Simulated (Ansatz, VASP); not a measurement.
# One calculation of SrCl2, two programs

Contents of INCAR:

```
PREC = Accurate
ENCUT = 520
EDIFF = 1E-8
ISMEAR = -1
SIGMA = 0.01
LREAL = F
LASPH = T
NELM = 80
ALGO = Normal
ISIF = 2
LWAVE = F
LCHARG = F
GGA = CA
LEFG = T
NBANDS = 19
```

KPOINTS

```
regular mesh
0
Gamma
  8 8 8
```

The input POSCAR:

```
SrCl2
1.0
    0.0000000000      3.4143473819      3.4143473819
    3.4143473819      0.0000000000      3.4143473819
    3.4143473819      3.4143473819      0.0000000000
Sr Cl
1 2
Direct
    0.0000000000      0.0000000000      0.0000000000
    0.2500000000      0.2500000000      0.2500000000
    0.7500000000      0.7500000000      0.7500000000
```

Input for Ansatz:

```yaml
crystal:
  lattice:
    - [0.0, 3.4143473819, 3.4143473819]
    - [3.4143473819, 0.0, 3.4143473819]
    - [3.4143473819, 3.4143473819, 0.0]
  atoms:
    - { symbol: Sr, position: [0.0, 0.0, 0.0] }
    - { symbol: Cl, position: [0.25, 0.25, 0.25] }
    - { symbol: Cl, position: [0.75, 0.75, 0.75] }
kpoints:
  mp_grid: { grid: [8, 8, 8] }
scf:
  occupations: { method: fermi_dirac, width: 0.01 }
hamiltonian:
  xc: lda
  pseudopotentials: { kind: all_electron, datasets: crystal }
output:
  forces: true
  stress: true
  eigenvalues: true
  efg: { contact_densities: true }
```

Change from the starting cell: volume scaled by 0.94, crystal datasets.

Alike in both runs: task electric field gradients; functional LDA; k mesh 8 × 8 × 8; occupations fermi-dirac, width 0.01 eV; no spin polarisation.

```csv
,VASP,Ansatz
version,VASP 6.6.1,Ansatz 0.2.0
potentials or method,"VASP PAW LDA potentials, release 64 (Sr_sv, Cl), cutoff 520 eV","all-electron PAW with datasets made for the crystal, scalar-relativistic"
```

|  | VASP | Ansatz | Ansatz less VASP |
| --- | --- | --- | --- |
| gap on the k mesh at the Fermi level (eV) | 5.11 | 5.11 | +0.006 |
| pressure (GPa) | -0.4 | -0.5 | -0.16 |

LDA's correlation is that of Perdew and Zunger in VASP and of Perdew and Wang (1992) in Ansatz. Ansatz ran all-electron here, and VASP with PAW potentials.
